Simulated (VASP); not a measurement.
# Al2Cu: single point with LDA

Al2Cu:

```
Al Cu
1.0
     4.04226    0.00000    0.00000
     0.00000    4.04226    0.00000
     0.00000    0.00000    2.59570
Al Cu
2 1
Direct
  0.50000 0.00000 0.50000
  0.00000 0.50000 0.50000
  0.00000 0.00000 0.00000
```

```
Program             : VASP 6.6.1
Task                : single point
Functional          : LDA
Potentials or basis : VASP PAW LDA potentials, release 64 (Al, Cu)
Cutoff              : 520 eV
k mesh              : 10 × 10 × 14
Occupations         : gaussian, width 0.15 eV
Spin                : no spin polarisation
```

```
Pressure : 12.2 GPa
```

Stress tensor (GPa, compression positive):
```
 8.44  0.00  0.00
 0.00  8.44  0.00
 0.00  0.00 19.61
```

Levels at points of the mesh, in eV from the Fermi level:
```
           k point  band 5  band 6  band 7  band 8  band 9  band 10  band 11  band 12  band 13  band 14
(0.00, 0.00, 0.00)   -4.57   -4.57   -3.22   -3.22   -0.54     0.36     5.60     5.60     6.73     7.56
(0.50, 0.00, 0.00)   -5.23   -4.58   -4.57   -1.93    1.13     1.15     1.42     7.89     9.46    10.36
(0.50, 0.50, 0.00)   -5.25   -5.16   -4.58   -4.58   -2.89     8.36     8.36     9.67     9.69    10.45
(0.00, 0.00, 0.50)   -5.58   -4.76   -3.02    2.13    2.50     2.50     3.20     3.20     3.39     4.84
(0.50, 0.00, 0.50)   -4.88   -4.85   -3.47   -2.33   -1.27     3.77     4.18     5.09     5.70     6.05
(0.50, 0.50, 0.50)   -4.61   -3.55   -2.70   -2.70   -0.44    -0.40     0.67     0.67     2.29    12.18
```

Wall time 86 s on 1 thread of AMD EPYC 9R45 96-Core Processor (Zen 5) (shared host), peak memory 0.19 GiB.
